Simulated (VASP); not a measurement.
A run of VASP 6.6.1 is set up as follows.

The input INCAR:

```
PREC = Accurate ; ENCUT = 520
EDIFF = 1E-6 ; ISMEAR = -1
SIGMA = 0.3 ; LREAL = F
LASPH = T ; NELM = 100
ALGO = Normal ; ISIF = 2
LWAVE = F ; LCHARG = F
GGA = PE ; NBANDS = 9
```

KPOINTS

```
regular mesh
0
Gamma
  12 12 7
```

File POSCAR:

```
Mg
1.0
    3.1437856987      0.0000000000      0.0000000000
   -1.5718928494      2.7225979575      0.0000000000
    0.0000000000      0.0000000000      5.1039375022
Mg
2
Direct
    0.3333333333      0.6666666667      0.2500000000
    0.6666666667      0.3333333333      0.7500000000
```

Potentials or basis: VASP PAW PBE potentials, release 64 (Mg).

Command:

```bash
$ cat potpaw_PBE.64/Mg/POTCAR > POTCAR
$ mpirun -np 1 vasp_std > vasp.out
```

Task: Estimate the pressure.

Result: 2.2 GPa.

Task: Predict the band gap on the k mesh.

Result: Zero (band 2 reaches 3.91 eV, above the bottom of band 3 at 1.66 eV).

Stress tensor (GPa, compression positive):
```
2.25 0.00 0.00
0.00 2.25 0.00
0.00 0.00 2.02
```
